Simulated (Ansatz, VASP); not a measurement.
# One calculation of Pb, two programs

```
Pb
1.0
    -3.04288    3.04288    1.65519
     3.04288   -3.04288    1.65519
     3.04288    3.04288   -1.65519
Pb
2
Direct
  0.75000 0.25000 0.50000
  0.00000 0.00000 0.00000
```

Alike in both runs: task single point; functional PBE; k mesh 6 × 6 × 6; occupations gaussian, width 0.1 eV; no spin polarisation.

|  | VASP | Ansatz |
| --- | --- | --- |
| version | VASP 6.6.1 | Ansatz 0.2.0 |
| potentials or method | VASP PAW PBE potentials, release 64 (Pb_d), cutoff 520 eV | scalar-relativistic, plane waves, PAW |
| valence electrons in the cell | 28 | 28 |

|  | VASP | Ansatz | Ansatz less VASP |
| --- | --- | --- | --- |
| gap on the k mesh at the Fermi level (eV) | none | none | - |
| pressure (GPa) | 3.6 | 3.7 | +0.07 |
| traceless stress, the component that is largest in VASP (GPa) | -0.79 | -0.79 | -0.003 |

A gap of «none» marks a metal or a gap that the smearing closes.

The k mesh is coarse, so the values compare programs but aren't converged. Neither program's run includes spin-orbit coupling.
